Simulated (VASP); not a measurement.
# Cr in VASP: single point with PBEsol

Aim: the single point of Cr with PBEsol.

Everything below comes from runs of VASP 6.6.1. Logs are shortened: lines on timing, memory, paths and dates and some standing lists are left out, and cuts for length are marked.

## Step 1: The cell of the first run

The cell holds a slab with vacuum, 2 atoms: a = 2.438 Å, b = 2.438 Å, c = 17.990 Å, α = 90.00°, β = 90.00°, γ = 109.47°.

## Step 2: Single point, PBEsol, collinear spin, ferromagnetic start

INCAR reads:

```
SYSTEM = Cr
ALGO = Normal ; DIPOL = 0.5 0.5 0.500
EDIFF = 1E-7 ; ENCUT = 520
GGA = PS ; IDIPOL = 3
ISIF = 2 ; ISMEAR = -1
ISPIN = 2 ; LASPH = .True.
LCHARG = .False. ; LDIPOL = .True.
LMAXMIX = 4 ; LORBIT = 11
LREAL = .False. ; LWAVE = .False.
MAGMOM = 2 2 ; NBANDS = 23
NELM = 150 ; PREC = Accurate
SIGMA = 0.08
```

KPOINTS reads:

```
k-points
0
Gamma
  18 18 1
  0 0 0
```

POSCAR reads:

```
Cr
1.0
    2.4376614454      0.0000000000      0.0000000000
   -0.8125538151      2.2982492510      0.0000000000
    0.0000000000      0.0000000000     17.9903000000
Cr
2
Direct
    0.2500000000      0.2500000000      0.4446829059
    0.7500000000      0.7500000000      0.5553170941
```

Potentials or basis: VASP PAW PBE potentials, release 64 (Cr_pv).

The run is started by

```
$ cat potpaw_PBE.64/Cr_pv/POTCAR > POTCAR
$ mpirun -np 1 vasp_std > vasp.out
```

OUTCAR:

```text
SYSTEM = Cr
   EDIFF = 1E-7
   ENCUT = 520
   GGA = PS
   ISIF = 2
   ISMEAR = -1
   ISPIN = 2
   LASPH = .True.
   LORBIT = 11
   LREAL = .False.
   NELM = 150
   PREC = Accurate

 ion  position               nearest neighbor table
   1  0.250  0.250  0.445-   2 2.44   2 2.44   2 2.81   2 2.81
   2  0.750  0.750  0.555-   1 2.44   1 2.44   1 2.81   1 2.81

  LATTYP: Found a base centered orthorhombic cell.
 ALAT       =     2.8147689834
 B/A-ratio  =     1.4142135624
 C/A-ratio  =     6.3913948556

  Lattice vectors:

 A1 = (   2.4376614454,   0.0000000000,   0.0000000000)
 A2 = (  -0.8125538151,   2.2982492510,   0.0000000000)
 A3 = (   0.0000000000,   0.0000000000,  17.9903000000)

Analysis of symmetry for initial positions (statically):
=====================================================================
 Subroutine PRICEL returns:
 Original cell was already a primitive cell.

 Routine SETGRP: Setting up the symmetry group for a
 base centered orthorhombic supercell.

 Subroutine GETGRP returns: Found  8 space group operations
 (whereof  4 operations were pure point group operations)
 out of a pool of  8 trial point group operations.

The static configuration has the point symmetry C_2h.
 The point group associated with its full space group is D_2h.

Analysis of symmetry for dynamics (positions and initial velocities):
=====================================================================
 Subroutine PRICEL returns:
 Original cell was already a primitive cell.

 Routine SETGRP: Setting up the symmetry group for a
 base centered orthorhombic supercell.

 Subroutine GETGRP returns: Found  8 space group operations
 (whereof  4 operations were pure point group operations)
 out of a pool of  8 trial point group operations.

The dynamic configuration has the point symmetry C_2h.
 The point group associated with its full space group is D_2h.

Analysis of structural, dynamic, and magnetic symmetry:
=====================================================================
 Subroutine PRICEL returns:
 Original cell was already a primitive cell.

 Routine SETGRP: Setting up the symmetry group for a
 base centered orthorhombic supercell.

 Subroutine GETGRP returns: Found  8 space group operations
 (whereof  4 operations were pure point group operations)
 out of a pool of  8 trial point group operations.

The overall configuration has the point symmetry C_2h.
 The point group associated with its full space group is D_2h.

 Subroutine INISYM returns: Found  8 space group operations
 (whereof  4 operations are pure point group operations),
 and found     1 'primitive' translations

----------------------------------------------------------------------------------------

                                     Primitive cell

  volume of cell :     100.7880

  direct lattice vectors                    reciprocal lattice vectors
     2.437661445  0.000000000  0.000000000     0.410229239  0.145037938  0.000000000
    -0.812553815  2.298249251  0.000000000     0.000000000  0.435113815  0.000000000
     0.000000000  0.000000000 17.990300000     0.000000000  0.000000000  0.055585510

  length of vectors
     2.437661445  2.437661445 17.990300000     0.435113815  0.435113815  0.055585510

  position of ions in fractional coordinates (direct lattice)
     0.250000000  0.250000000  0.444682906
     0.750000000  0.750000000  0.555317094

  ion indices of the primitive-cell ions
   primitive index   ion index
                 1           1
                 2           2

----------------------------------------------------------------------------------------

 KPOINTS: k-points

Automatic generation of k-mesh.
 Grid dimensions read from file:
 generate k-points for:   18   18    1

 Generating k-lattice:

  Cartesian coordinates                     Fractional coordinates (reciprocal lattice)
     0.022790513  0.008057663  0.000000000     0.055555556  0.000000000  0.000000000
     0.000000000  0.024172990  0.000000000     0.000000000  0.055555556  0.000000000
     0.000000000  0.000000000  0.055585510     0.000000000  0.000000000  1.000000000

  Length of vectors
     0.024172990  0.024172990  0.055585510

  Shift w.r.t. Gamma in fractional coordinates (k-lattice)
     0.000000000  0.000000000  0.000000000

 Subroutine IBZKPT returns following result:
 ===========================================

 Found     91 irreducible k-points:

 Following reciprocal coordinates:
            Coordinates               Weight
  0.000000  0.000000  0.000000      1.000000
  0.055556  0.000000  0.000000      4.000000
  0.111111  0.000000  0.000000      4.000000
  0.166667  0.000000  0.000000      4.000000
  0.222222  0.000000  0.000000      4.000000
  0.277778  0.000000  0.000000      4.000000
[... 16 lines left out ...]
 -0.277778  0.055556  0.000000      4.000000
 -0.222222  0.055556  0.000000      4.000000
 [... further k-points ...]
   k-points           NKPTS =     91   k-points in BZ     NKDIM =     91   number of bands    NBANDS=     23
   number of dos      NEDOS =    301   number of ions     NIONS =      2
   total plane-waves  NPLWV =  45360
   dimension x,y,z NGX =    18 NGY =   18 NGZ =  140
   dimension x,y,z NGXF=    36 NGYF=   36 NGZF=  280
   ions per type =               2
   NGX,Y,Z   is equivalent  to a cutoff of  12.28, 12.28, 12.94 a.u.
   NGXF,Y,Z  is equivalent  to a cutoff of  24.55, 24.55, 25.87 a.u.
 SYSTEM =  Cr
   PREC   = accura    normal or accurate (medium, high low for compatibility)
   ISTART =      0    job   : 0-new  1-cont  2-samecut
   ICHARG =      2    charge: 1-file 2-atom 10-const
   ISPIN  =      2    spin polarized calculation?
   LNONCOLLINEAR =      F non collinear calculations
   LSORBIT =      F    spin-orbit coupling
   LASPH  =      T    aspherical Exc in radial PAW
   ENCUT  =  520.0 eV  38.22 Ry    6.18 a.u.   4.53  4.53 33.45*2*pi/ulx,y,z
   NELM   =    150;   NELMIN=  2; NELMDL= -5     # of ELM steps
   EDIFF  = 0.1E-06   stopping-criterion for ELM
   LREAL  =      F    real-space projection
   EDIFFG = 0.1E-05   stopping-criterion for IOM
   NSW    =      0    number of steps for IOM
   IBRION =     -1    ionic relax: 0-MD 1-quasi-New 2-CG
   NFREE  =      0    steps in history (QN), initial steepest desc. (CG)
   ISIF   =      2    stress and relaxation
   ISYM   =      2    0-nonsym 1-usesym 2-fastsym
   POTIM  = 0.5000    time-step for ionic-motion
   TEBEG  =    0.0;   TEEND  =   0.0 temperature during run
   PSTRESS=    0.0 pullay stress
   NELECT =      24.0000    total number of electrons
   NUPDOWN=      -1.0000    fix difference up-down
   EMIN   =  10.00;   EMAX   =-10.00  energy-range for DOS
   EFERMI =   0.00;   METHOD = LEGACY
   ISMEAR =    -1;   SIGMA  =   0.08  broadening in eV -4-tet -1-fermi 0-gaus
   EFERMI_NEDOS =   21; number of points for ismear=-14 and -15
   IALGO  =     38    algorithm
   IMIX   =      4    mixing-type and parameters
     AMIX     =   0.40;   BMIX     =  1.00
     AMIX_MAG =   1.60;   BMIX_MAG =  1.00
  volume/ion in A,a.u.               =      50.39       340.08
  Fermi-wavevector in a.u.,A,eV,Ry     =   1.014711  1.917525 14.009075  1.029638
  Thomas-Fermi vector in A             =   2.147954
   LORBIT       =     11    0 simple, 1 ext, 2 COOP (PROOUT), +10 PAW based schemes
   GGA     = PS    functional components
   LHFCALC =     F    Hartree Fock is set to
   AEXX    =    0.0000 exact exchange contribution
   IVDW    =     0    specifies the selected vdW correction
   LEPSILON=     F    determine dielectric tensor
   LRPA    =     F    only Hartree local field effects (RPA)
 spin polarized calculation
  energy-cutoff  :      520.00
  volume of cell :      100.79
 maximum number of plane-waves:      2771
   NGX =  9   NGY =  9   NGZ = 67

 dipolmoment           0.000000      0.000000     -0.000000 electrons x Angstroem

 number of electron      23.9999987 magnetization      -0.0002245

 number of electron      23.9999987 magnetization       0.0000665

 dipolmoment           0.000000      0.000000      0.000000 electrons x Angstroem

 Free energy of the ion-electron system (eV)
  ---------------------------------------------------
  ext. energy  EPLUGINS =         0.00000000
  ---------------------------------------------------
  free energy    TOTEN  =       -17.97879276 eV

  energy without entropy =      -17.91312079  energy(sigma->0) =      -17.94595678

 E-fermi :  -1.2013     XC(G=0):  -4.3140

 val. band max:       -1.2182844224   @ k =   0.2222   0.2222   0.0000
 cond. band min:      -1.1937063618   @ k =   0.4444   0.0000   0.0000
 fundamental gap:      0.0245780606
 Fermi energy:        -1.2012928776

 spin component 1

 k-point     1 :       0.0000    0.0000    0.0000
  band No.  band energies     occupation
      1     -44.3719      1.00000
      2     -43.8537      1.00000
      3     -43.7709      1.00000
      4     -43.6084      1.00000
      5     -43.4714      1.00000
      6     -43.4674      1.00000
[... 15 lines left out ...]
     22       4.8905      0.00000
     23       5.8340      0.00000

 k-point     2 :       0.0556    0.0000    0.0000
  band No.  band energies     occupation
      1     -44.3667      1.00000
      2     -43.8668      1.00000
      3     -43.7691      1.00000
      4     -43.6202      1.00000
      5     -43.4838      1.00000
      6     -43.4795      1.00000
[... 15 lines left out ...]
     22       4.9927      0.00000
     23       5.9144      0.00000

 k-point     3 :       0.1111    0.0000    0.0000
  band No.  band energies     occupation
      1     -44.3519      1.00000
      2     -43.9044      1.00000
      3     -43.7688      1.00000
      4     -43.6628      1.00000
      5     -43.5150      1.00000
      6     -43.5052      1.00000
[... 15 lines left out ...]
     22       5.2968      0.00000
     23       6.1535      0.00000
[... 495 lines left out ...]
 k-point    23 :      -0.2778    0.0556    0.0000
  band No.  band energies     occupation
      1     -44.2949      1.00000
      2     -44.1215      1.00000
      3     -43.9396      1.00000
      4     -43.8121      1.00000
      5     -43.5993      1.00000
      6     -43.5680      1.00000
[... 15 lines left out ...]
     22       6.1920      0.00000
     23       6.1924      0.00000

 k-point    24 :      -0.2222    0.0556    0.0000
  band No.  band energies     occupation
      1     -44.3114      1.00000
      2     -44.0151      1.00000
      3     -43.8326      1.00000
      4     -43.7962      1.00000
      5     -43.5876      1.00000
      6     -43.5595      1.00000
[... 15 lines left out ...]
     22       6.1921      0.00000
     23       6.3138      0.00000

 [... further k-points ...]

 spin component 2

 k-point     1 :       0.0000    0.0000    0.0000
  band No.  band energies     occupation
      1     -44.3719      1.00000
      2     -43.8537      1.00000
      3     -43.7709      1.00000
      4     -43.6084      1.00000
      5     -43.4714      1.00000
      6     -43.4674      1.00000
[... 15 lines left out ...]
     22       4.8951      0.00000
     23       5.8366      0.00000

 k-point     2 :       0.0556    0.0000    0.0000
  band No.  band energies     occupation
      1     -44.3667      1.00000
      2     -43.8668      1.00000
      3     -43.7691      1.00000
      4     -43.6202      1.00000
      5     -43.4838      1.00000
      6     -43.4795      1.00000
[... 15 lines left out ...]
     22       4.9972      0.00000
     23       5.9170      0.00000

 k-point     3 :       0.1111    0.0000    0.0000
  band No.  band energies     occupation
      1     -44.3519      1.00000
      2     -43.9044      1.00000
      3     -43.7688      1.00000
      4     -43.6628      1.00000
      5     -43.5150      1.00000
      6     -43.5052      1.00000
[... 15 lines left out ...]
     22       5.3012      0.00000
     23       6.1549      0.00000
[... 495 lines left out ...]
 k-point    23 :      -0.2778    0.0556    0.0000
  band No.  band energies     occupation
      1     -44.2949      1.00000
      2     -44.1215      1.00000
      3     -43.9396      1.00000
      4     -43.8121      1.00000
      5     -43.5993      1.00000
      6     -43.5680      1.00000
[... 15 lines left out ...]
     22       6.1920      0.00000
     23       6.1924      0.00000

 k-point    24 :      -0.2222    0.0556    0.0000
  band No.  band energies     occupation
      1     -44.3114      1.00000
      2     -44.0151      1.00000
      3     -43.8326      1.00000
      4     -43.7962      1.00000
      5     -43.5876      1.00000
      6     -43.5595      1.00000
[... 15 lines left out ...]
     22       6.1921      0.00000
     23       6.1925      0.00000

 [... further k-points ...]

------------------------ aborting loop because EDIFF is reached ----------------------------------------

 vacuum level on the upper side and lower side of the slab       (xc-potential included)        -0.121        -0.121

  FORCE on cell =-STRESS in cart. coord.  units (eV):
  Direction    XX          YY          ZZ          XY          YZ          ZX
  --------------------------------------------------------------------------------------
  -------------------------------------------------------------------------------------
  Total       -3.2695499     -3.2244343     -1.9901715      0.0638031      0.0000000      0.0000000
  in kB      -51.9744172    -51.2572367    -31.6367716      1.0142464      0.0000000      0.0000000
  external PRESSURE =     -44.9561418 kB  Pullay stress =       0.0000000 kB

 VOLUME and BASIS-vectors are now :
 -----------------------------------------------------------------------------
  energy-cutoff  :      520.00
  volume of cell :      100.79
      direct lattice vectors                 reciprocal lattice vectors
     2.437661445  0.000000000  0.000000000     0.410229239  0.145037938  0.000000000
    -0.812553815  2.298249251  0.000000000     0.000000000  0.435113815  0.000000000
     0.000000000  0.000000000 17.990300000     0.000000000  0.000000000  0.055585510

 POSITION                                       TOTAL-FORCE (eV/Angst)
 -----------------------------------------------------------------------------------
      0.40628      0.57456      7.99998         0.000000      0.000000      0.992516
      1.21883      1.72369      9.99032         0.000000     -0.000000     -0.992516
 -----------------------------------------------------------------------------------
    total drift:                                0.000000      0.000000      0.000000

  FREE ENERGIE OF THE ION-ELECTRON SYSTEM (eV)
  ---------------------------------------------------
  free  energy   TOTEN  =       -17.9787927625 eV

  energy  without entropy=      -17.9131207919  energy(sigma->0) =      -17.94595678

 vacuum level on the upper side and lower side of the slab         3.626         3.626

 total charge

# of ion       s       p       d       tot
------------------------------------------
    1        0.426   6.304   4.207  10.937
    2        0.426   6.304   4.207  10.937
--------------------------------------------------
tot          0.852  12.609   8.414  21.875

 magnetization (x)

# of ion       s       p       d       tot
------------------------------------------
    1        0.000   0.000   0.000   0.000
    2        0.000   0.000   0.000   0.000
--------------------------------------------------
tot          0.000   0.000   0.000   0.000
```

Run time: 75 min. Hardware: 1 thread of Intel Xeon 8259CL, shared host; peak memory 0.45 GiB.

What came out:

```
Free energy                                           : -17.9788 eV
Largest force                                         : 0.993 eV/Å
Band gap on the k mesh                                : zero (filled and empty bands overlap)
Net moment                                            : 0.00 μB per cell
Valence electrons inside the program's atomic spheres : Cr 10.94
```

Forces in eV/Å, atoms in the order of the input:
```
Cr   0.000  0.000  0.993
Cr   0.000  0.000 -0.993
```

Caveat: the moments typed at the start vanished in this run; the PAW data sets were made with another functional, which shifts forces and pressure a little.

The gap in the log of VASP goes by the Fermi energy; the results here count the filled bands.